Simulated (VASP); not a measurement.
# SiC: single point with PBE

The system is SiC.

```xyz
4
Lattice="3.2311 0.0000 0.0000 -1.6156 2.7982 0.0000 0.0000 0.0000 5.0738" Properties=species:S:1:pos:R:3 pbc="T T T"
Si    0.0000    1.8655    0.0232
Si    1.6156    0.9327    2.5600
C     0.0000    1.8655    1.9302
C     1.6156    0.9327    4.4671
```

This cell differs from its parent crystal: strain +0.0450 x Voigt [1, 1, 0, 0, 0, 0].

```yaml
Program: VASP 6.6.1
Task: single point
Functional: PBE
Potentials_or_basis: VASP PAW PBE potentials, release 64 (Si, C)
Cutoff: 520 eV
k_mesh: 12 × 12 × 6
Occupations: gaussian, width 0.05 eV
Spin: no spin polarisation
```

The pressure is -15.4 GPa, the largest force is 0.280 eV/Å and the band gap on the k mesh is 2.30 eV (least direct gap 3.32 eV).

Forces on the atoms (eV/Å):
```
Si   0.000  0.000 -0.280
Si   0.000  0.000 -0.280
C    0.000  0.000  0.280
C    0.000  0.000  0.280
```

Stress tensor (GPa, compression positive):
```
-21.99   0.00   0.00
  0.00 -21.99   0.00
  0.00   0.00  -2.16
```

Levels at points of the mesh, in eV from the valence-band top:
```
           k point  band 5  band 6  band 7  band 8  band 9  band 10  band 11  band 12
(0.00, 0.00, 0.00)   -1.51   -0.03   -0.03    0.00    3.32     5.26     5.76     5.76
(0.50, 0.00, 0.00)   -5.13   -3.31   -3.05   -1.07    2.30     4.34     6.09     6.55
(0.00, 0.00, 0.50)   -0.84   -0.84   -0.84   -0.84    4.55     4.55     6.53     6.53
(0.50, 0.00, 0.50)   -2.40   -2.40   -2.05   -2.05    3.11     3.11     5.07     5.07
```

Run time: 54 s on 1 thread of Intel Xeon 8259CL (shared host), peak memory 0.18 GiB.

Caveat: the cell differs from its parent crystal (strain +0.0450 x Voigt [1, 1, 0, 0, 0, 0]); the cell stands under tension. A k mesh can miss the band edges.
